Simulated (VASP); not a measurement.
**Co: single point with PBE**

The system is Co.

```
CELL_PARAMETERS angstrom
0.00000 2.53400 2.53400
2.53400 0.00000 2.53400
2.53400 2.53400 0.00000
ATOMIC_POSITIONS crystal
Co 0.00000 0.00000 0.00000
Co 0.25000 0.25000 0.25000
```

This isn't the form of Co at room conditions, which is hcp.

| Property | Result |
| --- | --- |
| Program | VASP 6.6.1 |
| Task | single point |
| Functional | PBE |
| Potentials or basis | VASP PAW PBE potentials, release 64 (Co) |
| Cutoff | 520 eV |
| k mesh | 6 × 6 × 6 |
| Occupations | gaussian, width 0.1 eV |
| Spin | collinear spin, ferromagnetic start |
| Starting moments | [2.3, 2.3] μB |

The pressure is -0.1 GPa. The net moment is 3.31 μB per cell. The site moments are Co +1.66 μB and the valence electrons inside the program's atomic spheres are Co 8.20.

Levels at points of the mesh, in eV from the Fermi level:
Spin up:
```csv
k point,band 7,band 8,band 9,band 10,band 11,band 12,band 13,band 14,band 15,band 16
"(0.00, 0.00, 0.00)",-1.55,-1.55,-1.55,-0.58,-0.58,12.26,12.26,12.26,12.64,12.64
"(0.50, 0.00, 0.00)",-1.34,-1.28,-1.28,-0.65,-0.65,0.76,8.95,8.95,12.21,12.87
"(0.50, 0.50, 0.00)",-1.91,-1.91,-0.49,-0.49,1.27,1.27,4.66,4.66,9.68,9.68
```
Spin down:
| k point | band 3 | band 4 | band 5 | band 6 | band 7 | band 8 | band 9 | band 10 | band 11 | band 12 |
| --- | --- | --- | --- | --- | --- | --- | --- | --- | --- | --- |
| (0.00, 0.00, 0.00) | -1.71 | -1.71 | -1.71 | -1.71 | 0.02 | 0.02 | 0.02 | 1.43 | 1.43 | 12.68 |
| (0.50, 0.00, 0.00) | -1.66 | -1.66 | -1.63 | -1.63 | -1.12 | 0.56 | 0.56 | 1.15 | 1.15 | 2.17 |
| (0.50, 0.50, 0.00) | -1.58 | -1.58 | -1.38 | -1.38 | -0.09 | -0.09 | 1.29 | 1.29 | 2.46 | 2.46 |

It took 33 s on 1 thread of Intel Xeon 8259CL, with other jobs on the host, peak memory 0.17 GiB.
